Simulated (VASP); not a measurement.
Wanted: the native input for a VASP 6.6.1 run.

* Task: single point
* Functional: r2SCAN
* Potentials or basis: VASP PAW PBE potentials, release 64 (Ag, I)
* Cutoff: 550 eV
* k mesh: 6 × 6 × 4
* Occupations: gaussian, width 0.01 eV
* Spin: no spin polarisation
* Dipole correction: no
* Further INCAR settings: ALGO = Normal; EDIFF = 1e-06; NBANDS = 26

Crystal: AgI (Iodargyrite).

```
Ag I
1.0
     4.65075    0.00000    0.00000
    -2.32537    4.02766    0.00000
     0.00000    0.00000    7.59971
Ag I
2 2
Cartesian
  2.3254 1.3426 4.7690
  0.0000 2.6851 0.9691
  2.3254 1.3426 0.0188
  0.0000 2.6851 3.8187
```

These files were run (other wordings do the same):

POSCAR

```
AgI
1.0
    4.6507453634      0.0000000000      0.0000000000
   -2.3253726817      4.0276636312      0.0000000000
    0.0000000000      0.0000000000      7.5997061756
Ag I
2 2
Direct
    0.6666666667      0.3333333333      0.6275234352
    0.3333333333      0.6666666667      0.1275234352
    0.6666666667      0.3333333333      0.0024765648
    0.3333333333      0.6666666667      0.5024765648
```

INCAR.step1

```
ALGO = Normal ; EDIFF = 1E-5
ENCUT = 550 ; GGA = PE
GGA_COMPAT = F ; ISMEAR = 0
LASPH = T ; LCHARG = F
LREAL = F ; LWAVE = T
NBANDS = 26 ; NELM = 120
PREC = Accurate ; SIGMA = 0.01
```

INCAR.step2

```
ALGO = Normal ; EDIFF = 1E-6
ENCUT = 550 ; GGA_COMPAT = F
ISIF = 2 ; ISMEAR = 0
ISTART = 1 ; LASPH = T
LCHARG = T ; LELF = T
LMIXTAU = T ; LREAL = F
LVHAR = T ; LWAVE = F
METAGGA = R2SCAN ; NBANDS = 26
NELM = 120 ; PREC = Accurate
SIGMA = 0.01
```

KPOINTS

```
k-points
0
Gamma
  6 6 4
```

Potentials or basis: VASP PAW PBE potentials, release 64 (Ag, I).

Launch:

```console
$ cat potpaw_PBE.64/Ag/POTCAR potpaw_PBE.64/I/POTCAR > POTCAR
$ cp INCAR.step1 INCAR
$ mpirun -np 1 vasp_std > vasp.out
$ cp INCAR.step2 INCAR
$ mpirun -np 1 vasp_std > vasp.out
```

Results of the run:

```yaml
Pressure: -0.1 GPa
Band_gap_on_the_k_mesh: 1.83 eV, direct
```

Caveat: the PAW data sets were made with another functional, which shifts forces and pressure a little; spin-orbit coupling is left out, which moves the levels of the heavy elements.

Wall time 3 min on 1 thread of AMD EPYC 9R45 96-Core Processor (Zen 5), with other jobs on the host, peak memory 0.3 GiB.
